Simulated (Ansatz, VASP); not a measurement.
# Two plane-wave programs on WSe

INCAR

```
SYSTEM = WSe
PREC     = Accurate       ! precision mode
ENCUT    = 520            ! plane-wave cutoff, eV
EDIFF    = 1E-6           ! SCF threshold, eV
ISMEAR   = 0              ! smearing method
SIGMA    = 0.1            ! smearing width, eV
LREAL    = .False.        ! projectors in reciprocal space
LASPH    = .True.         ! aspherical terms in the spheres
NELM     = 150            ! most SCF steps
ALGO     = Normal         ! electronic algorithm
ISIF     = 2              ! what is computed and relaxed
LWAVE    = .False.        ! write WAVECAR
LCHARG   = .True.         ! write CHGCAR
ISPIN    = 2              ! spin polarisation
MAGMOM   = 1 0            ! initial moments
LORBIT   = 11             ! projections on sites
LMAXMIX  = 4              ! l up to which the mixer works
LDAU     = .True.         ! DFT+U
LDAUTYPE = 2            
LDAUL    = 2 -1           ! shell
LDAUU    = 6.2 0          ! U, eV
LDAUJ    = 0 0          
LDAUPRINT= 1            
GGA      = PE             ! functional
LELF     = .True.         ! ELF
LVHAR    = .True.       
NBANDS   = 21             ! bands
```

File KPOINTS:

```
regular mesh
0
Gamma
  12 12 12
  0 0 0
```

Contents of POSCAR:

```
WSe
1.0
    3.5007105790      0.0000000000      0.0000000000
    0.0000000000      3.5007105790      0.0000000000
    0.0000000000      0.0000000000      3.5007105790
W Se
1 1
Direct
    0.0000000000      0.0000000000      0.0000000000
    0.5000000000      0.5000000000      0.5000000000
```

Input for Ansatz:

```yaml
crystal:
  lattice:
    - [3.500710581, 0.0, 0.0]
    - [0.0, 3.500710581, 0.0]
    - [0.0, 0.0, 3.500710581]
  atoms:
    - { symbol: W, position: [0.0, 0.0, 0.0], spin: 1.0 }
    - { symbol: Se, position: [0.5, 0.5, 0.5] }
basis:
  ecutwfc: 420
kpoints:
  mp_grid: { grid: [12, 12, 12] }
hamiltonian:
  xc: pbe
  hubbard: { sites: [{ species: W, l: d, u_eff: 6.2 }] }
scf:
  occupations: { method: gaussian, width: 0.1 }
output:
  forces: true
  stress: true
  eigenvalues: true
  populations: true
magnetization:
  spin_polarized: true
```

Alike in both runs: task single point; functional PBE; k mesh 12 × 12 × 12; occupations gaussian, width 0.1 eV; collinear spin; Hubbard terms W d U = 6.2 eV.

|  | VASP | Ansatz |
| --- | --- | --- |
| version | VASP 6.6.1 | Ansatz 0.2.0 |
| potentials or method | VASP PAW PBE potentials, release 64 (W_sv, Se), cutoff 520 eV | scalar-relativistic, plane waves, PAW |
| valence electrons in the cell | 20 | 30 |

```csv
,VASP,Ansatz,Ansatz less VASP
gap on the k mesh at the Fermi level (eV),none,none,-
pressure (GPa),-15.9,3.3,+19.18
net moment per atom (μB),1.15,2.00,+0.851
size of the moment on the site where the two differ most (μB),2.12,3.49,+1.374
```

The net moments are unlike, so the other rows may belong to different states. Site moments also hang on the region over which each program counts them. The programs project onto different local orbitals, so the same U acts differently, and such runs can settle in different states. A gap of «none» marks a metal or a gap that the smearing closes. VASP's potentials hold 20 valence electrons a cell and Ansatz's 30, so a difference there can come from the potentials and not from the codes. Ansatz's warnings: filled band counts differ across k points.

Spin-orbit coupling is off throughout.
